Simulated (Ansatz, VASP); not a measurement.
# LaLuAs2 in VASP and in Ansatz

Contents of INCAR:

```
SYSTEM = LaLuAs2
PREC = Accurate
ENCUT = 510
EDIFF = 1E-6
ISMEAR = -1
SIGMA = 0.02
LREAL = .False.
LASPH = .True.
NELM = 200
ALGO = Normal
ISIF = 2
LWAVE = .False.
LCHARG = .False.
GGA = PS
NBANDS = 41
GGA_COMPAT = .False.
LMAXMIX = 6
```

The input KPOINTS:

```
regular mesh
0
Gamma
  4 4 4
  0 0 0
```

File POSCAR:

```
LaLuAs2
1.0
    4.2232600509      0.0000000000      0.0000000000
    0.0000000000      4.2232600509      0.0000000000
    0.0000000000      0.0000000000      5.9521047204
La As Lu
1 2 1
Direct
    0.0000000000      0.0000000000      0.0000000000
    0.0000000000      0.0000000000      0.5000000000
    0.5000000000      0.5000000000      0.0000000000
    0.5000000000      0.5000000000      0.5000000000
```

Input for Ansatz:

```yaml
crystal:
  lattice:
    - [4.2232600509, 0.0, 0.0]
    - [0.0, 4.2232600509, 0.0]
    - [0.0, 0.0, 5.9521047204]
  atoms:
    - { symbol: La, position: [0.0, 0.0, 0.0] }
    - { symbol: As, position: [0.0, 0.0, 0.5] }
    - { symbol: Lu, position: [0.5, 0.5, 0.5] }
    - { symbol: As, position: [0.5, 0.5, 0.0] }
kpoints:
  mp_grid: { grid: [4, 4, 4] }
hamiltonian:
  xc: pbesol
scf:
  occupations: { method: fermi_dirac, width: 0.02 }
  n_extra_bands: 5
output:
  forces: true
  stress: true
  eigenvalues: true
```

Alike in both runs: task single point; functional PBEsol; k mesh 4 × 4 × 4; occupations fermi-dirac, width 0.02 eV; no spin polarisation.

|  | VASP | Ansatz |
| --- | --- | --- |
| version | VASP 6.6.1 | Ansatz 0.2.0 |
| potentials or method | VASP PAW PBE potentials, release 64 (La, As_d, Lu) | plane waves, PAW |
| plane-wave cutoff (eV) | 510 | 420 |
| valence electrons in the cell | 66 | 66 |

Ansatz gave:

| Item | Value |
| --- | --- |
| pressure (GPa) | -3.0 |

Question: Which values does VASP return?

Answer: Pressure (GPa): -2.9.

VASP's potentials were made for PBE, not for PBEsol. The functional is the same, so the differences come from potentials, cutoffs and numerics.

The k mesh is coarse, so the values compare programs but aren't converged. Spin-orbit coupling is off throughout.
